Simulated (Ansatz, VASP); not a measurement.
Two plane-wave programs on Bi

```
CELL_PARAMETERS angstrom
0.00000 3.15678 3.15678
3.15678 0.00000 3.15678
3.15678 3.15678 0.00000
ATOMIC_POSITIONS crystal
Bi 0.87500 0.87500 0.87500
Bi 0.12500 0.12500 0.12500
```

Change from the starting cell: volume scaled by 0.65, PAW files.

Alike in both runs: task single point; functional PBE; k mesh 11 × 11 × 11; occupations fermi-dirac, width 0.05 eV; no spin polarisation.

|  | VASP | Ansatz |
| --- | --- | --- |
| version | VASP 6.6.1 | Ansatz 0.2.0 |
| potentials or method | VASP PAW PBE potentials, release 64 (Bi_d) | PAW with Ansatz's default frozen-core files, scalar-relativistic |
| plane-wave cutoff (eV) | 520 | 420 |
| valence electrons in the cell | 30 | 30 |

|  | VASP | Ansatz | Ansatz less VASP |
| --- | --- | --- | --- |
| pressure (GPa) | 31.4 | 31.5 | +0.11 |

Both programs put the cell under a high pressure, so it lies far from rest at this level.

Spin-orbit coupling is off throughout.
